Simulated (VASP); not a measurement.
# NbRu (Pm-3m) in VASP: single point with LDA

Aim: the single point of NbRu with LDA.

All numbers are computed with VASP 6.6.1; they aren't measurements. Logs are shortened: lines on timing, memory, paths and dates and some standing lists are left out, and cuts for length are marked.

**1. The cell of the first run**

It takes space group Pm-3m (No. 221, cubic). The conventional cell has a = 3.184 Å, b = 3.184 Å, c = 3.184 Å, α = 90.00°, β = 90.00°, γ = 90.00°. Within 3.6 Å of Nb (site symmetry m-3m) lie 8 Ru at 2.76 Å and 6 Nb at 3.18 Å. Ru (site symmetry m-3m) has 8 Nb at 2.76 Å and 6 Ru at 3.18 Å within 3.6 Å.

**2. Single point, LDA**

INCAR

```
  ALGO = Normal
  EDIFF = 1E-6
  ENCUT = 500
  GGA_COMPAT = F
  ISIF = 2
  ISMEAR = -1
  LASPH = T
  LCHARG = T
  LELF = T
  LREAL = F
  LVHAR = T
  LWAVE = F
  NBANDS = 20
  NELM = 120
  PREC = Accurate
  SIGMA = 0.0272
```

KPOINTS

```
k-points
0
Gamma
  8 8 8
```

POSCAR

```
NbRu
1.0
    3.1840000000      0.0000000000      0.0000000000
    0.0000000000      3.1840000000      0.0000000000
    0.0000000000      0.0000000000      3.1840000000
Nb Ru
1 1
Direct
    0.0000000000      0.0000000000      0.0000000000
    0.5000000000      0.5000000000      0.5000000000
```

Potentials or basis: VASP PAW LDA potentials, release 64 (Nb_sv, Ru_pv).

Run with:

```sh
$ cat potpaw_LDA.64/Nb_sv/POTCAR potpaw_LDA.64/Ru_pv/POTCAR > POTCAR
$ mpirun -np 1 vasp_std > vasp.out
```

OUTCAR:

```text
EDIFF = 1E-6
   ENCUT = 500
   ISIF = 2
   ISMEAR = -1
   LASPH = T
   LREAL = F
   NELM = 120
   PREC = Accurate

 ion  position               nearest neighbor table
   1  0.000  0.000  0.000-   2 2.76   2 2.76   2 2.76   2 2.76   2 2.76   2 2.76   2 2.76   2 2.76

   2  0.500  0.500  0.500-   1 2.76   1 2.76   1 2.76   1 2.76   1 2.76   1 2.76   1 2.76   1 2.76

  LATTYP: Found a simple cubic cell.
 ALAT       =     3.1840000000

  Lattice vectors:

 A1 = (   3.1840000000,   0.0000000000,   0.0000000000)
 A2 = (   0.0000000000,   3.1840000000,   0.0000000000)
 A3 = (   0.0000000000,   0.0000000000,   3.1840000000)

Analysis of symmetry for initial positions (statically):
=====================================================================
 Subroutine PRICEL returns:
 Original cell was already a primitive cell.

 Routine SETGRP: Setting up the symmetry group for a
 simple cubic supercell.

 Subroutine GETGRP returns: Found 48 space group operations
 (whereof 48 operations were pure point group operations)
 out of a pool of 48 trial point group operations.

The static configuration has the point symmetry O_h .

Analysis of symmetry for dynamics (positions and initial velocities):
=====================================================================
 Subroutine PRICEL returns:
 Original cell was already a primitive cell.

 Routine SETGRP: Setting up the symmetry group for a
 simple cubic supercell.

 Subroutine GETGRP returns: Found 48 space group operations
 (whereof 48 operations were pure point group operations)
 out of a pool of 48 trial point group operations.

The dynamic configuration has the point symmetry O_h .

 Subroutine INISYM returns: Found 48 space group operations
 (whereof 48 operations are pure point group operations),
 and found     1 'primitive' translations

----------------------------------------------------------------------------------------

                                     Primitive cell

  volume of cell :      32.2789

  direct lattice vectors                    reciprocal lattice vectors
     3.184000000  0.000000000  0.000000000     0.314070352  0.000000000  0.000000000
     0.000000000  3.184000000  0.000000000     0.000000000  0.314070352  0.000000000
     0.000000000  0.000000000  3.184000000     0.000000000  0.000000000  0.314070352

  length of vectors
     3.184000000  3.184000000  3.184000000     0.314070352  0.314070352  0.314070352

  position of ions in fractional coordinates (direct lattice)
     0.000000000  0.000000000  0.000000000
     0.500000000  0.500000000  0.500000000

  ion indices of the primitive-cell ions
   primitive index   ion index
                 1           1
                 2           2

----------------------------------------------------------------------------------------

 KPOINTS: k-points

Automatic generation of k-mesh.
 Grid dimensions read from file:
 generate k-points for:    8    8    8

 Generating k-lattice:

  Cartesian coordinates                     Fractional coordinates (reciprocal lattice)
     0.039258794  0.000000000  0.000000000     0.125000000  0.000000000  0.000000000
     0.000000000  0.039258794  0.000000000     0.000000000  0.125000000  0.000000000
     0.000000000  0.000000000  0.039258794     0.000000000  0.000000000  0.125000000

  Length of vectors
     0.039258794  0.039258794  0.039258794

  Shift w.r.t. Gamma in fractional coordinates (k-lattice)
     0.000000000  0.000000000  0.000000000

 Subroutine IBZKPT returns following result:
 ===========================================

 Found     35 irreducible k-points:

 Following reciprocal coordinates:
            Coordinates               Weight
  0.000000  0.000000  0.000000      1.000000
  0.125000  0.000000  0.000000      6.000000
  0.250000  0.000000  0.000000      6.000000
  0.375000  0.000000  0.000000      6.000000
  0.500000  0.000000  0.000000      3.000000
  0.125000  0.125000  0.000000     12.000000
[... 16 lines left out ...]
  0.375000  0.375000  0.125000     24.000000
  0.500000  0.375000  0.125000     24.000000
 [... further k-points ...]
   k-points           NKPTS =     35   k-points in BZ     NKDIM =     35   number of bands    NBANDS=     20
   number of dos      NEDOS =    301   number of ions     NIONS =      2
   total plane-waves  NPLWV =  13824
   dimension x,y,z NGX =    24 NGY =   24 NGZ =   24
   dimension x,y,z NGXF=    48 NGYF=   48 NGZF=   48
   ions per type =               1   1
   NGX,Y,Z   is equivalent  to a cutoff of  12.53, 12.53, 12.53 a.u.
   NGXF,Y,Z  is equivalent  to a cutoff of  25.06, 25.06, 25.06 a.u.
 SYSTEM =  unknown system
   PREC   = accura    normal or accurate (medium, high low for compatibility)
   ISTART =      0    job   : 0-new  1-cont  2-samecut
   ICHARG =      2    charge: 1-file 2-atom 10-const
   ISPIN  =      1    spin polarized calculation?
   LNONCOLLINEAR =      F non collinear calculations
   LSORBIT =      F    spin-orbit coupling
   LASPH  =      T    aspherical Exc in radial PAW
   ENCUT  =  500.0 eV  36.75 Ry    6.06 a.u.   5.81  5.81  5.81*2*pi/ulx,y,z
   NELM   =    120;   NELMIN=  2; NELMDL= -5     # of ELM steps
   EDIFF  = 0.1E-05   stopping-criterion for ELM
   LREAL  =      F    real-space projection
   EDIFFG = 0.1E-04   stopping-criterion for IOM
   NSW    =      0    number of steps for IOM
   IBRION =     -1    ionic relax: 0-MD 1-quasi-New 2-CG
   NFREE  =      0    steps in history (QN), initial steepest desc. (CG)
   ISIF   =      2    stress and relaxation
   ISYM   =      2    0-nonsym 1-usesym 2-fastsym
   POTIM  = 0.5000    time-step for ionic-motion
   TEBEG  =    0.0;   TEEND  =   0.0 temperature during run
   PSTRESS=    0.0 pullay stress
   NELECT =      27.0000    total number of electrons
   NUPDOWN=      -1.0000    fix difference up-down
   EMIN   =  10.00;   EMAX   =-10.00  energy-range for DOS
   EFERMI =   0.00;   METHOD = LEGACY
   ISMEAR =    -1;   SIGMA  =   0.03  broadening in eV -4-tet -1-fermi 0-gaus
   EFERMI_NEDOS =   21; number of points for ismear=-14 and -15
   IALGO  =     38    algorithm
   IMIX   =      4    mixing-type and parameters
     AMIX     =   0.40;   BMIX     =  1.00
     AMIX_MAG =   1.60;   BMIX_MAG =  1.00
  volume/ion in A,a.u.               =      16.14       108.91
  Fermi-wavevector in a.u.,A,eV,Ry     =   1.542492  2.914888 32.372107  2.379283
  Thomas-Fermi vector in A             =   2.648289
   LORBIT       =      0    0 simple, 1 ext, 2 COOP (PROOUT), +10 PAW based schemes
   GGA     = CA    functional components
   LHFCALC =     F    Hartree Fock is set to
   AEXX    =    0.0000 exact exchange contribution
   IVDW    =     0    specifies the selected vdW correction
   LEPSILON=     F    determine dielectric tensor
   LRPA    =     F    only Hartree local field effects (RPA)
 non-spin polarized calculation
  energy-cutoff  :      500.00
  volume of cell :       32.28
 maximum number of plane-waves:       840
 NGX is ok and might be reduce to    24
   NGX = 11   NGY = 11   NGZ = 11

 number of electron      26.9999997 magnetization

 Free energy of the ion-electron system (eV)
  ---------------------------------------------------
  ext. energy  EPLUGINS =         0.00000000
  ---------------------------------------------------
  free energy    TOTEN  =       -22.12968445 eV

  energy without entropy =      -22.11806672  energy(sigma->0) =      -22.12387559

 E-fermi :  12.1469     XC(G=0): -13.3272

 val. band max:       12.1444177326   @ k =   0.5000   0.2500   0.1250
 cond. band min:      12.1589110426   @ k =   0.5000   0.3750   0.1250
 fundamental gap:      0.0144933100
 Fermi energy:        12.1468890302

 k-point     1 :       0.0000    0.0000    0.0000
  band No.  band energies     occupation
      1     -43.1504      2.00000
      2     -30.7113      2.00000
      3     -30.7113      2.00000
      4     -30.7113      2.00000
      5     -19.1775      2.00000
      6     -19.1775      2.00000
[... 12 lines left out ...]
     19      20.4377      0.00000
     20      20.4377      0.00000

 k-point     2 :       0.1250    0.0000    0.0000
  band No.  band energies     occupation
      1     -43.1466      2.00000
      2     -30.7240      2.00000
      3     -30.7091      2.00000
      4     -30.7091      2.00000
      5     -19.2369      2.00000
      6     -19.1767      2.00000
[... 12 lines left out ...]
     19      19.4999      0.00000
     20      21.5883      0.00000

 k-point     3 :       0.2500    0.0000    0.0000
  band No.  band energies     occupation
      1     -43.1375      2.00000
      2     -30.7545      2.00000
      3     -30.7039      2.00000
      4     -30.7039      2.00000
      5     -19.3780      2.00000
      6     -19.1745      2.00000
[... 12 lines left out ...]
     19      17.6990      0.00000
     20      22.2010      0.00000

 k-point     4 :       0.3750    0.0000    0.0000
  band No.  band energies     occupation
      1     -43.1283      2.00000
      2     -30.7847      2.00000
      3     -30.6986      2.00000
      4     -30.6986      2.00000
      5     -19.5160      2.00000
      6     -19.1724      2.00000
[... 12 lines left out ...]
     19      16.4428      0.00000
     20      22.2009      0.00000

 k-point     5 :       0.5000    0.0000    0.0000
  band No.  band energies     occupation
      1     -43.1244      2.00000
      2     -30.7972      2.00000
      3     -30.6964      2.00000
      4     -30.6964      2.00000
      5     -19.5723      2.00000
      6     -19.1716      2.00000
[... 12 lines left out ...]
     19      16.2118      0.00000
     20      22.2008      0.00000
[... 353 lines left out ...]
      6     -19.3317      2.00000
[... 12 lines left out ...]
     19      18.1877      0.00000
     20      22.5135      0.00000

 k-point    22 :       0.5000    0.2500    0.1250
  band No.  band energies     occupation
      1     -43.1027      2.00000
      2     -30.8038      2.00000
      3     -30.7522      2.00000
      4     -30.7075      2.00000
      5     -19.5198      2.00000
      6     -19.3264      2.00000
[... 12 lines left out ...]
     19      16.7472      0.00000
     20      22.2001      0.00000

 k-point    23 :       0.3750    0.3750    0.1250
  band No.  band energies     occupation
      1     -43.0956      2.00000
      2     -30.7940      2.00000
      3     -30.7884      2.00000
      4     -30.7051      2.00000
      5     -19.4540      2.00000
      6     -19.4383      2.00000
[... 12 lines left out ...]
     19      18.0088      0.00000
     20      22.0017      0.00000

 k-point    24 :       0.5000    0.3750    0.1250
  band No.  band energies     occupation
      1     -43.0909      2.00000
      2     -30.8072      2.00000
      3     -30.7921      2.00000
      4     -30.7034      2.00000
      5     -19.4925      2.00000
      6     -19.4363      2.00000
[... 12 lines left out ...]
     19      17.0039      0.00000
     20      22.6258      0.00000

 [... further k-points ...]
[... 5 lines left out ...]
  --------------------------------------------------------------------------------------
  -------------------------------------------------------------------------------------
  Total       -2.8243850     -2.8243850     -2.8243850      0.0000000     -0.0000000      0.0000000
  in kB     -140.1894383   -140.1894383   -140.1894383      0.0000000     -0.0000000      0.0000000
  external PRESSURE =    -140.1894383 kB  Pullay stress =       0.0000000 kB

 VOLUME and BASIS-vectors are now :
 -----------------------------------------------------------------------------
  energy-cutoff  :      500.00
  volume of cell :       32.28
      direct lattice vectors                 reciprocal lattice vectors
     3.184000000  0.000000000  0.000000000     0.314070352  0.000000000  0.000000000
     0.000000000  3.184000000  0.000000000     0.000000000  0.314070352  0.000000000
     0.000000000  0.000000000  3.184000000     0.000000000  0.000000000  0.314070352

 POSITION                                       TOTAL-FORCE (eV/Angst)
 -----------------------------------------------------------------------------------
      0.00000      0.00000      0.00000         0.000000      0.000000      0.000000
      1.59200      1.59200      1.59200         0.000000      0.000000      0.000000
 -----------------------------------------------------------------------------------
    total drift:                                0.000000      0.000000     -0.000000

  FREE ENERGIE OF THE ION-ELECTRON SYSTEM (eV)
  ---------------------------------------------------
  free  energy   TOTEN  =       -22.1296844484 eV

  energy  without entropy=      -22.1180667243  energy(sigma->0) =      -22.12387559
```

Wall time 14 s (1 thread of Intel Xeon Platinum 8259CL at 2.50GHz (Skylake/Cascade Lake), shared host); peak memory 0.14 GiB.

What came out:

```
Free energy            : -22.1297 eV
Pressure               : -14.0 GPa
Band gap on the k mesh : zero (an odd number of electrons rules out a gap without spin polarisation)
```

Caveat: the cell stands under tension.
